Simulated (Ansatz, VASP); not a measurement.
**One calculation of Li2Se, two programs**

Contents of POSCAR:

```
Li2Se
1.0
    3.0025000000      3.0025000000      0.0000000000
   -3.0025000000      3.0025000000      0.0000000000
    0.0000000000      3.0025000000      3.0025000000
Li Se
2 1
Direct
    0.2500000000      0.7500000000      0.5000000000
    0.7500000000      0.2500000000      0.5000000000
    0.0000000000      0.0000000000      0.0000000000
```

Contents of INCAR.step1:

```
SYSTEM = Li2Se
  PREC = Accurate
  ENCUT = 830
  ISMEAR = -1
  SIGMA = 0.1
  LREAL = .FALSE.
  LASPH = .TRUE.
  NELM = 120
  GGA = PE
  ALGO = Normal
  EDIFF = 1E-5
  LWAVE = .TRUE.
  LCHARG = .FALSE.
  GGA_COMPAT = .FALSE.
  IBRION = 2
  ISIF = 3
  EDIFFG = -0.005
  NELMIN = 4
  NSW = 100
```

File INCAR.step2:

```
SYSTEM = Li2Se
  PREC = Accurate
  ENCUT = 830
  EDIFF = 1E-7
  ISMEAR = -1
  SIGMA = 0.1
  LREAL = .FALSE.
  LASPH = .TRUE.
  NELM = 120
  ALGO = Normal
  ISIF = 3
  LWAVE = .FALSE.
  LCHARG = .FALSE.
  METAGGA = R2SCAN
  LMIXTAU = .TRUE.
  IBRION = 2
  NSW = 100
  EDIFFG = -0.002
  ISTART = 1
  GGA_COMPAT = .FALSE.
  NELMIN = 4
```

The input KPOINTS:

```
Automatic mesh
0
G
  12 12 12
  0 0 0
```

Input for Ansatz:

```yaml
crystal:
  lattice:
    - [3.0025, 3.0025, 0.0]
    - [-3.0025, 3.0025, 0.0]
    - [0.0, 3.0025, 3.0025]
  atoms:
    - { symbol: Li, position: [0.25, 0.75, 0.5] }
    - { symbol: Li, position: [0.75, 0.25, 0.5] }
    - { symbol: Se, position: [0.0, 0.0, 0.0] }
kpoints:
  mp_grid: { grid: [12, 12, 12] }
scf:
  occupations: { method: fermi_dirac, width: 0.1 }
hamiltonian:
  xc: r2scan
  pseudopotentials: { kind: paw }
relax:
  f_tol: 0.002
  max_steps: 80
  cell: {}
output:
  forces: true
  stress: true
  write_density: true
  write_potential: true
  elf: true
  volumetric_format: npy
```

Alike in both runs: task relaxation of cell and atoms; functional r2SCAN; k mesh 12 × 12 × 12; occupations fermi-dirac, width 0.1 eV; no spin polarisation.

```csv
,VASP,Ansatz
version,VASP 6.6.1,Ansatz 0.2.0
potentials or method,"VASP PAW PBE potentials, release 64 (Li_sv, Se)","PAW with Ansatz's default frozen-core files, scalar-relativistic"
plane-wave cutoff (eV),830,500
valence electrons in the cell,12,22
```

VASP gave:

| Quantity | Value |
| --- | --- |
| relaxed volume (Å³/atom) | 17.81 |
| relaxed cell length with the largest relative difference (Å) | 4.228 |

Problem. What did Ansatz give for the same quantities?

Solution. Relaxed volume (Å³/atom): 17.88; relaxed cell length with the largest relative difference (Å): 4.233.

VASP's potentials were made for PBE, not for r2SCAN. VASP's potentials hold 12 valence electrons a cell and Ansatz's 22, so a difference there can come from the potentials and not from the codes.
